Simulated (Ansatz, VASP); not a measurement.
## Two plane-wave programs on AlNi

```xyz
4
Lattice="-2.0158 2.0158 0.0000 2.0295 2.0295 2.8692 2.0295 2.0295 -2.8693" Properties=species:S:1:pos:R:3 pbc="T T T"
Al   -2.0158    2.0157    0.0000
Al    0.0137    4.0452    0.0000
Ni    2.0364    4.0521   -1.4346
Ni    0.0069    2.0226   -1.4346
```

Alike in both runs: functional r2SCAN; k mesh 12 × 8 × 8; occupations gaussian, width 0.15 eV; no spin polarisation.

Ansatz relaxed the structure, and its values are those at the end. VASP's run is a single point on that final structure, the one shown.

```csv
,VASP,Ansatz
version,VASP 6.6.1,Ansatz 0.2.0
potentials or method,"VASP PAW PBE potentials, release 64 (Al, Ni), cutoff 520 eV","scalar-relativistic, plane waves, PAW"
valence electrons in the cell,26,42
```

VASP gave:

```
gap on the k mesh at the Fermi level (eV) : none
pressure (GPa)                            : -0.2
```

Problem. Estimate Ansatz's values.

Solution. gap on the k mesh at the Fermi level (eV): none; pressure (GPa): 0.0.

VASP's potentials were made for PBE, not for r2SCAN. A gap of «none» marks a metal or a gap that the smearing closes. VASP's potentials hold 26 valence electrons a cell and Ansatz's 42, so a difference there can come from the potentials and not from the codes.
